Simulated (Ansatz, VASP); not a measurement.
**Two plane-wave programs on BN**

```
B N
1.0
     2.50518    0.00000    0.00000
    -1.25259    2.16955    0.00000
     0.00000    0.00000    4.21384
B N
2 2
Direct
  0.33333 0.66667 0.99983
  0.66667 0.33333 0.49983
  0.33333 0.66667 0.37417
  0.66667 0.33333 0.87417
```

Change from the starting cell: strained cell.

Alike in both runs: task relaxation of the atoms; functional r2SCAN; k mesh 9 × 9 × 6; occupations gaussian, width 0.02 eV; no spin polarisation.

|  | VASP | Ansatz |
| --- | --- | --- |
| version | VASP 6.6.1 | Ansatz 0.2.0 |
| potentials or method | VASP PAW PBE potentials, release 64 (B, N), cutoff 520 eV | scalar-relativistic, plane waves, PAW |
| valence electrons in the cell | 16 | 16 |

|  | VASP | Ansatz | Ansatz less VASP |
| --- | --- | --- | --- |
| gap on the k mesh at the Fermi level, each at its own relaxed structure (eV) | 5.58 | 5.62 | +0.036 |

VASP's potentials were made for PBE, not for r2SCAN. Ansatz's warnings: stress scf threshold loose.
